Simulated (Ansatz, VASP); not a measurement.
One calculation of Pd, two programs

```
Pd
1.0
     0.00000    1.95517    1.95517
     1.95517    0.00000    1.95517
     1.95517    1.95517    0.00000
Pd
1
Cartesian
  0.0000 0.0000 0.0000
```

Alike in both runs: functional r2SCAN; k mesh 18 × 18 × 18; occupations gaussian, width 0.1 eV; no spin polarisation.

Ansatz relaxed the structure, and its values are those at the end. VASP's run is a single point on that final structure, the one shown.

|  | VASP | Ansatz |
| --- | --- | --- |
| version | VASP 6.6.1 | Ansatz 0.2.0 |
| potentials or method | VASP PAW PBE potentials, release 64 (Pd), cutoff 550 eV | scalar-relativistic, plane waves, PAW |
| valence electrons in the cell | 10 | 18 |

Ansatz gave:

```
gap on the k mesh at the Fermi level (eV) : none
pressure (GPa)                            : 0.0
```

Task: Estimate VASP's values.

Result: gap on the k mesh at the Fermi level (eV): none; pressure (GPa): 0.2.

VASP's potentials were made for PBE, not for r2SCAN. A gap of «none» marks a metal or a gap that the smearing closes. VASP's potentials hold 10 valence electrons a cell and Ansatz's 18, so a difference there can come from the potentials and not from the codes.
